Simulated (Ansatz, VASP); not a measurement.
Two plane-wave programs on Mg

```
CELL_PARAMETERS angstrom
0.00000 2.21641 2.21641
2.21641 0.00000 2.21641
2.21641 2.21641 0.00000
ATOMIC_POSITIONS crystal
Mg 0.00000 0.00000 0.00000
```

Alike in both runs: functional LDA; k mesh 15 × 15 × 15; occupations fermi-dirac, width 0.08 eV; no spin polarisation.

Ansatz relaxed the structure, and its values are those at the end. VASP's run is a single point on that final structure, the one shown.

|  | VASP | Ansatz |
| --- | --- | --- |
| version | VASP 6.6.1 | Ansatz 0.2.0 |
| potentials or method | VASP PAW LDA potentials, release 64 (Mg) | PAW with Ansatz's default frozen-core files, scalar-relativistic |
| plane-wave cutoff (eV) | 600 | 420 |
| valence electrons in the cell | 2 | 10 |

|  | VASP | Ansatz | Ansatz less VASP |
| --- | --- | --- | --- |
| pressure (GPa) | -0.3 | 0.0 | +0.32 |

LDA's correlation is that of Perdew and Zunger in VASP and of Perdew and Wang (1992) in Ansatz. VASP's potentials hold 2 valence electrons a cell and Ansatz's 10, so a difference there can come from the potentials and not from the codes.
